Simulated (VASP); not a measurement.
Write the native input for VASP 6.6.1 that does the following.

```yaml
Task: single point
Functional: r2SCAN
Dispersion: D3(BJ)
Potentials_or_basis: VASP PAW PBE potentials, release 64 (F, Re, Ag)
Cutoff: 520 eV
k_mesh: 4 × 4 × 4
Occupations: fermi-dirac, width 0.1 eV
Spin: no spin polarisation
Dipole_correction: no
Further_INCAR_settings: ALGO = Normal; EDIFF = 1e-06; NBANDS = 40
```

Crystal: ReAgF6.

```
CELL_PARAMETERS angstrom
3.56509 2.05831 2.46358
-3.56509 2.05831 2.46358
0.00000 -4.11661 2.46358
ATOMIC_POSITIONS crystal
F 0.19260 0.92010 0.29050
F 0.29050 0.19260 0.92010
F 0.92010 0.29050 0.19260
F 0.80740 0.07990 0.70950
F 0.70950 0.80740 0.07990
F 0.07990 0.70950 0.80740
Re 0.00000 0.00000 0.00000
Ag 0.50000 0.50000 0.50000
```

The input as run:

POSCAR

```
ReAgF6
1.0
    3.5650876400      2.0583083300      2.4635826900
   -3.5650876400      2.0583083300      2.4635826900
    0.0000000000     -4.1166067900      2.4635826900
F Re Ag
6 1 1
Direct
    0.1926000000      0.9201000000      0.2905000000
    0.2905000000      0.1926000000      0.9201000000
    0.9201000000      0.2905000000      0.1926000000
    0.8074000000      0.0799000000      0.7095000000
    0.7095000000      0.8074000000      0.0799000000
    0.0799000000      0.7095000000      0.8074000000
    0.0000000000      0.0000000000      0.0000000000
    0.5000000000      0.5000000000      0.5000000000
```

INCAR.step1

```
PREC = Accurate
ENCUT = 520
ISMEAR = -1
SIGMA = 0.1
LREAL = False
LASPH = True
NELM = 60
NBANDS = 40
GGA = PE
ALGO = Normal
EDIFF = 1E-4
LWAVE = True
LCHARG = False
```

INCAR.step2

```
PREC = Accurate
ENCUT = 520
EDIFF = 1E-6
ISMEAR = -1
SIGMA = 0.1
LREAL = False
LASPH = True
NELM = 60
ALGO = Normal
ISIF = 2
LWAVE = False
LCHARG = False
METAGGA = R2SCAN
LMIXTAU = True
IVDW = 12
VDW_S6 = 1.0
VDW_S8 = 0.78981345
VDW_A1 = 0.49484001
VDW_A2 = 5.73083694
NBANDS = 40
ISTART = 1
```

KPOINTS

```
Automatic mesh
0
Gamma
  4 4 4
```

Potentials or basis: VASP PAW PBE potentials, release 64 (F, Re, Ag).

Launch:

```console
$ cat potpaw_PBE.64/F/POTCAR potpaw_PBE.64/Re/POTCAR potpaw_PBE.64/Ag/POTCAR > POTCAR
$ cp INCAR.step1 INCAR
$ mpirun -np 1 vasp_std > vasp.out
$ cp INCAR.step2 INCAR
$ mpirun -np 1 vasp_std > vasp.out
```

Results of the run:

```
Pressure                   : 53.8 GPa
Largest force              : 11.047 eV/Å
Band gap on the k mesh     : zero (filled and empty bands overlap)
Dispersion energy per atom : -0.058 eV
```

Caveat: three body term missing; the cell stands under pressure; the PAW data sets were made with another functional, which shifts forces and pressure a little; spin-orbit coupling is left out, which moves the levels of the heavy elements.

Wall time 10 min on 1 thread of AMD EPYC 7571 (shared host), peak memory 0.22 GiB.
